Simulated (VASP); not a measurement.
# TeMo5 (F-43m) in VASP: relaxation of cell and atoms with PBE

Aim: the relaxation of cell and atoms of TeMo5 with PBE.

Program: VASP 6.6.1. These are calculated values, not measurements. Logs are shortened: lines on timing, memory, paths and dates and some standing lists are left out, and cuts for length are marked.

### Step 1. The cell of the first run

Symmetry: F-43m, No. 216, cubic system. Conventional cell: a = 7.440 Å, b = 7.440 Å, c = 7.440 Å, α = 90.00°, β = 90.00°, γ = 90.00°. Te (site symmetry -43m) has 16 Mo at 3.08 to 3.22 Å within 4.1 Å. Within 4.1 Å of Mo (site symmetry -43m) lie 12 Mo at 3.09 Å and 4 Te at 3.22 Å. Within 3.4 Å of Mo (site symmetry 3m) lie 9 Mo at 2.61 to 3.09 Å and 3 Te at 3.08 Å.

The cell was generated, and may not be a known phase.

### Step 2. Relaxation of cell and atoms, PBE

INCAR

```
PREC = Accurate
ENCUT = 600
EDIFF = 1E-6
ISMEAR = 0
SIGMA = 0.1
LREAL = False
LASPH = True
NELM = 60
ALGO = Fast
ISIF = 3
LWAVE = False
LCHARG = False
GGA = PE
IBRION = 2
NSW = 100
EDIFFG = -0.01
```

KPOINTS

```
regular mesh
0
Gamma
  10 10 10
```

POSCAR

```
TeMo5
1.0
    0.0000000000      3.7201785752      3.7201785752
    3.7201785752      0.0000000000      3.7201785752
    3.7201785752      3.7201785752      0.0000000000
Te Mo
1 5
Direct
    0.0000000000      0.0000000000      0.0000000000
    0.7500000000      0.7500000000      0.7500000000
    0.8779508073      0.3740163976      0.3740163976
    0.3740163976      0.3740163976      0.3740163976
    0.3740163976      0.8779508073      0.3740163976
    0.3740163976      0.3740163976      0.8779508073
```

Potentials or basis: VASP PAW PBE potentials, release 64 (Te, Mo_sv).

Launch:

```bash
cat potpaw_PBE.64/Te/POTCAR potpaw_PBE.64/Mo_sv/POTCAR > POTCAR
mpirun -np 1 vasp_std > vasp.out
```

OUTCAR:

```text
PREC = Accurate
   ENCUT = 600
   EDIFF = 1E-6
   ISMEAR = 0
   LREAL = False
   LASPH = True
   NELM = 60
   ISIF = 3
   GGA = PE
   IBRION = 2
   NSW = 100
   EDIFFG = -0.01

 ion  position               nearest neighbor table
   1  0.000  0.000  0.000-   3 3.08   5 3.08   3 3.08   6 3.08   5 3.08   6 3.08   4 3.08   4 3.08
                             4 3.08   6 3.08   3 3.08   5 3.08   2 3.22   2 3.22   2 3.22   2 3.22
   2  0.750  0.750  0.750-   3 3.09   5 3.09   6 3.09   4 3.09   4 3.09   4 3.09   3 3.09   6 3.09
                             5 3.09   3 3.09   5 3.09   6 3.09   1 3.22   1 3.22   1 3.22   1 3.22
   3  0.878  0.374  0.374-   4 2.61   5 2.61   6 2.61   5 2.65   6 2.65   4 2.65   1 3.08   1 3.08
                             1 3.08   2 3.09   2 3.09   2 3.09
   4  0.374  0.374  0.374-   3 2.61   5 2.61   6 2.61   3 2.65   5 2.65   6 2.65   1 3.08   1 3.08
                             1 3.08   2 3.09   2 3.09   2 3.09
   5  0.374  0.878  0.374-   3 2.61   4 2.61   6 2.61   3 2.65   6 2.65   4 2.65   1 3.08   1 3.08
                             1 3.08   2 3.09   2 3.09   2 3.09
   6  0.374  0.374  0.878-   3 2.61   4 2.61   5 2.61   5 2.65   3 2.65   4 2.65   1 3.08   1 3.08
                             1 3.08   2 3.09   2 3.09   2 3.09

  LATTYP: Found a face centered cubic cell.
 ALAT       =     7.4403571504

  Lattice vectors:

 A1 = (   0.0000000000,   3.7201785752,   3.7201785752)
 A2 = (   3.7201785752,   0.0000000000,   3.7201785752)
 A3 = (   3.7201785752,   3.7201785752,   0.0000000000)

Analysis of symmetry for initial positions (statically):
=====================================================================
 Subroutine PRICEL returns:
 Original cell was already a primitive cell.

 Routine SETGRP: Setting up the symmetry group for a
 face centered cubic supercell.

 Subroutine GETGRP returns: Found 24 space group operations
 (whereof 24 operations were pure point group operations)
 out of a pool of 48 trial point group operations.

The static configuration has the point symmetry T_d .

Analysis of symmetry for dynamics (positions and initial velocities):
=====================================================================
 Subroutine PRICEL returns:
 Original cell was already a primitive cell.

 Routine SETGRP: Setting up the symmetry group for a
 face centered cubic supercell.

 Subroutine GETGRP returns: Found 24 space group operations
 (whereof 24 operations were pure point group operations)
 out of a pool of 48 trial point group operations.

The dynamic configuration has the point symmetry T_d .

 Subroutine INISYM returns: Found 24 space group operations
 (whereof 24 operations are pure point group operations),
 and found     1 'primitive' translations

----------------------------------------------------------------------------------------

                                     Primitive cell

  volume of cell :     102.9725

  direct lattice vectors                    reciprocal lattice vectors
     0.000000000  3.720178575  3.720178575    -0.134402150  0.134402150  0.134402150
     3.720178575  0.000000000  3.720178575     0.134402150 -0.134402150  0.134402150
     3.720178575  3.720178575  0.000000000     0.134402150  0.134402150 -0.134402150

  length of vectors
     5.261126995  5.261126995  5.261126995     0.232791353  0.232791353  0.232791353

  position of ions in fractional coordinates (direct lattice)
     0.000000000  0.000000000  0.000000000
     0.750000000  0.750000000  0.750000000
     0.877950807  0.374016398  0.374016398
     0.374016398  0.374016398  0.374016398
     0.374016398  0.877950807  0.374016398
     0.374016398  0.374016398  0.877950807

  ion indices of the primitive-cell ions
   primitive index   ion index
                 1           1
                 2           2
                 3           3
                 4           4
                 5           5
                 6           6

----------------------------------------------------------------------------------------

 KPOINTS: regular mesh

Automatic generation of k-mesh.
 Grid dimensions read from file:
 generate k-points for:   10   10   10

 Generating k-lattice:

  Cartesian coordinates                     Fractional coordinates (reciprocal lattice)
    -0.013440215  0.013440215  0.013440215     0.100000000  0.000000000  0.000000000
     0.013440215 -0.013440215  0.013440215     0.000000000  0.100000000  0.000000000
     0.013440215  0.013440215 -0.013440215     0.000000000  0.000000000  0.100000000

  Length of vectors
     0.023279135  0.023279135  0.023279135

  Shift w.r.t. Gamma in fractional coordinates (k-lattice)
     0.000000000  0.000000000  0.000000000

 Subroutine IBZKPT returns following result:
 ===========================================

 Found     47 irreducible k-points:

 Following reciprocal coordinates:
            Coordinates               Weight
  0.000000  0.000000  0.000000      1.000000
  0.100000  0.000000  0.000000      8.000000
  0.200000  0.000000  0.000000      8.000000
  0.300000  0.000000  0.000000      8.000000
  0.400000  0.000000  0.000000      8.000000
  0.500000  0.000000  0.000000      4.000000
[... 16 lines left out ...]
  0.300000  0.300000  0.000000      6.000000
  0.400000  0.300000  0.000000     24.000000
 [... further k-points ...]
   k-points           NKPTS =     47   k-points in BZ     NKDIM =     47   number of bands    NBANDS=     45
   number of dos      NEDOS =    301   number of ions     NIONS =      6
   total plane-waves  NPLWV =  74088
   dimension x,y,z NGX =    42 NGY =   42 NGZ =   42
   dimension x,y,z NGXF=    84 NGYF=   84 NGZF=   84
   ions per type =               1   5
   NGX,Y,Z   is equivalent  to a cutoff of  13.27, 13.27, 13.27 a.u.
   NGXF,Y,Z  is equivalent  to a cutoff of  26.54, 26.54, 26.54 a.u.
 SYSTEM =  unknown system
   PREC   = accura    normal or accurate (medium, high low for compatibility)
   ISTART =      0    job   : 0-new  1-cont  2-samecut
   ICHARG =      2    charge: 1-file 2-atom 10-const
   ISPIN  =      1    spin polarized calculation?
   LNONCOLLINEAR =      F non collinear calculations
   LSORBIT =      F    spin-orbit coupling
   LASPH  =      T    aspherical Exc in radial PAW
   ENCUT  =  600.0 eV  44.10 Ry    6.64 a.u.  10.51 10.51 10.51*2*pi/ulx,y,z
   NELM   =     60;   NELMIN=  2; NELMDL= -5     # of ELM steps
   EDIFF  = 0.1E-05   stopping-criterion for ELM
   LREAL  =      F    real-space projection
   EDIFFG = -.1E-01   stopping-criterion for IOM
   NSW    =    100    number of steps for IOM
   IBRION =      2    ionic relax: 0-MD 1-quasi-New 2-CG
   NFREE  =      1    steps in history (QN), initial steepest desc. (CG)
   ISIF   =      3    stress and relaxation
   ISYM   =      2    0-nonsym 1-usesym 2-fastsym
   POTIM  = 0.5000    time-step for ionic-motion
   TEBEG  =    0.0;   TEEND  =   0.0 temperature during run
   PSTRESS=    0.0 pullay stress
   NELECT =      76.0000    total number of electrons
   NUPDOWN=      -1.0000    fix difference up-down
   EMIN   =  10.00;   EMAX   =-10.00  energy-range for DOS
   EFERMI =   0.00;   METHOD = LEGACY
   ISMEAR =     0;   SIGMA  =   0.10  broadening in eV -4-tet -1-fermi 0-gaus
   EFERMI_NEDOS =   21; number of points for ismear=-14 and -15
   IALGO  =     68    algorithm
   IMIX   =      4    mixing-type and parameters
     AMIX     =   0.40;   BMIX     =  1.00
     AMIX_MAG =   1.60;   BMIX_MAG =  1.00
  volume/ion in A,a.u.               =      17.16       115.82
  Fermi-wavevector in a.u.,A,eV,Ry     =   1.479468  2.795789 29.780780  2.188826
  Thomas-Fermi vector in A             =   2.593622
   LORBIT       =      0    0 simple, 1 ext, 2 COOP (PROOUT), +10 PAW based schemes
   GGA     = PE    functional components
   LHFCALC =     F    Hartree Fock is set to
   AEXX    =    0.0000 exact exchange contribution
   IVDW    =     0    specifies the selected vdW correction
   LEPSILON=     F    determine dielectric tensor
   LRPA    =     F    only Hartree local field effects (RPA)
 conjugate gradient relaxation of ions
 non-spin polarized calculation
 RMM-DIIS sequential band-by-band and
 Gauss-broadening in eV      SIGMA  =   0.10
  energy-cutoff  :      600.00
  volume of cell :      102.97
 maximum number of plane-waves:      3479
   NGX = 21   NGY = 21   NGZ = 21

--------------------------------------- Ionic step        1  -------------------------------------------

 number of electron      75.9999998 magnetization

 Free energy of the ion-electron system (eV)
  ---------------------------------------------------
  ext. energy  EPLUGINS =         0.00000000
  ---------------------------------------------------
  free energy    TOTEN  =       -54.59630019 eV

  energy without entropy =      -54.56500050  energy(sigma->0) =      -54.58065035

------------------------ aborting loop because EDIFF is reached ----------------------------------------

  FORCE on cell =-STRESS in cart. coord.  units (eV):
  Direction    XX          YY          ZZ          XY          YZ          ZX
  --------------------------------------------------------------------------------------
  -------------------------------------------------------------------------------------
  Total        0.3494446      0.3494446      0.3494446      0.0000000      0.0000000      0.0000000
  in kB        5.4371026      5.4371026      5.4371026      0.0000000      0.0000000      0.0000000
  external PRESSURE =       5.4371026 kB  Pullay stress =       0.0000000 kB
[... 145 lines left out ...]
  energy  without entropy=      -54.5656679601  energy(sigma->0) =      -54.58163646

--------------------------------------- Ionic step        5  -------------------------------------------

 number of electron      75.9999998 magnetization

 Free energy of the ion-electron system (eV)
  ---------------------------------------------------
  ext. energy  EPLUGINS =         0.00000000
  ---------------------------------------------------
  free energy    TOTEN  =       -54.59771216 eV

  energy without entropy =      -54.56580872  energy(sigma->0) =      -54.58176044

 E-fermi :  12.1741     XC(G=0): -12.7239

 val. band max:       12.1685496857   @ k =   0.5000   0.3000   0.1000
 cond. band min:      12.1894546883   @ k =   0.5000   0.2000   0.0000
 fundamental gap:      0.0209050026
 Fermi energy:        12.1741003679

 k-point     1 :       0.0000    0.0000    0.0000
  band No.  band energies     occupation
      1     -49.0841      2.00000
      2     -48.9827      2.00000
      3     -48.6588      2.00000
      4     -48.6588      2.00000
      5     -48.6588      2.00000
      6     -24.2659      2.00000
[... 1141 lines left out ...]
     44      13.5975      0.00000
     45      14.0040      0.00000

 [... further k-points ...]

------------------------ aborting loop because EDIFF is reached ----------------------------------------

  FORCE on cell =-STRESS in cart. coord.  units (eV):
  Direction    XX          YY          ZZ          XY          YZ          ZX
  --------------------------------------------------------------------------------------
  -------------------------------------------------------------------------------------
  Total       -0.0046263     -0.0046263     -0.0046263     -0.0000000     -0.0000000      0.0000000
  in kB       -0.0717677     -0.0717677     -0.0717677     -0.0000000     -0.0000000      0.0000000
  external PRESSURE =      -0.0717677 kB  Pullay stress =       0.0000000 kB
[... 21 lines left out ...]
  FREE ENERGIE OF THE ION-ELECTRON SYSTEM (eV)
  ---------------------------------------------------
  free  energy   TOTEN  =       -54.5977121612 eV

  energy  without entropy=      -54.5658087157  energy(sigma->0) =      -54.58176044

 reached required accuracy - stopping structural energy minimisation
```

Wall time 14 min (1 thread of Intel Xeon 6975P-C (Granite Rapids), shared host); peak memory 0.41 GiB.

Results:

```
Free energy                           : -54.5977 eV
Relaxed volume                        : 17.21 Å³/atom
Relaxed cell                          : a = 5.266 Å, b = 5.266 Å, c = 5.266 Å, α = 60.00°, β = 60.00°, γ = 60.00°
Space group after relaxing (to 0.1 Å) : F-43m (No. 216)
Energy gained by relaxing             : 0.2 meV/atom
Ionic steps                           : 5
Pressure after relaxing               : 0.0 GPa
Band gap on the k mesh                : zero (bands 38 and 39 overlap by 1.13 eV)
```

Step by step:
| step | energy change (eV) | largest force (eV/Å) | pressure (GPa) | volume (Å³) |
| --- | --- | --- | --- | --- |
| 1 | 0.0000 | 0.1211 | 0.54 | 102.97 |
| 2 | 0.0006 | 0.0616 | -1.00 | 103.84 |
| 3 | -0.0013 | 0.0372 | -0.17 | 103.36 |
| 4 | -0.0013 | 0.0354 | 0.15 | 103.20 |
| 5 | -0.0014 | 0.0009 | -0.01 | 103.28 |

Final structure:
```xyz
6
Lattice="0.0000 3.7239 3.7239 3.7239 0.0000 3.7239 3.7239 3.7239 0.0000" Properties=species:S:1:pos:R:3 pbc="T T T"
Te    0.0000    0.0000    0.0000
Mo    5.5858    5.5858    5.5858
Mo    2.7877    4.6600    4.6600
Mo    2.7877    2.7877    2.7877
Mo    4.6600    2.7877    4.6600
Mo    4.6600    4.6600    2.7877
```

Caveat: spin-orbit coupling is left out, which moves the levels of the heavy elements.

The gap in the log of VASP goes by the Fermi energy; the results here count the filled bands.